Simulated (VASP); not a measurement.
YHg2, 3 atoms in the cell. It takes space group P6/mmm (No. 191, hexagonal). Conventional cell: a = 4.771 Å, b = 4.771 Å, c = 3.465 Å, α = 90.00°, β = 90.00°, γ = 120.00°. Y (site symmetry 6/mmm) has 12 Hg at 3.25 Å and 2 Y at 3.47 Å within 4.3 Å. Hg (site symmetry -6m2) has 5 Hg at 2.75 to 3.47 Å and 6 Y at 3.25 Å within 3.6 Å.  This cell differs from its parent crystal: zz strain of -2 %.

| Item | Value |
| --- | --- |
| Program | VASP 6.6.1 |
| Task | single point |
| Functional | PBEsol |
| Potentials or basis | VASP PAW PBE potentials, release 64 (Y_sv, Hg) |
| Cutoff | 520 eV |
| k mesh | 10 × 10 × 12 |
| Occupations | fermi-dirac, width 0.03 eV |
| Spin | no spin polarisation |
| Dipole correction | no |
| Further INCAR settings | ALGO = Normal; EDIFF = 1e-06; NBANDS = 24 |

Potentials or basis: VASP PAW PBE potentials, release 64 (Y_sv, Hg).

Command:

```bash
$ cat potpaw_PBE.64/Y_sv/POTCAR potpaw_PBE.64/Hg/POTCAR > POTCAR
$ mpirun -np 1 vasp_std > vasp.out
```

Hardware: 1 thread of Intel(R) Xeon(R) 6975P-C (Granite Rapids) (shared host).

Task: Estimate the wall time of this run.

Result: Run time: 60 s on 1 thread of Intel(R) Xeon(R) 6975P-C (Granite Rapids) (shared host), peak memory 0.31 GiB. Counts: scf iterations 13, k points 98.
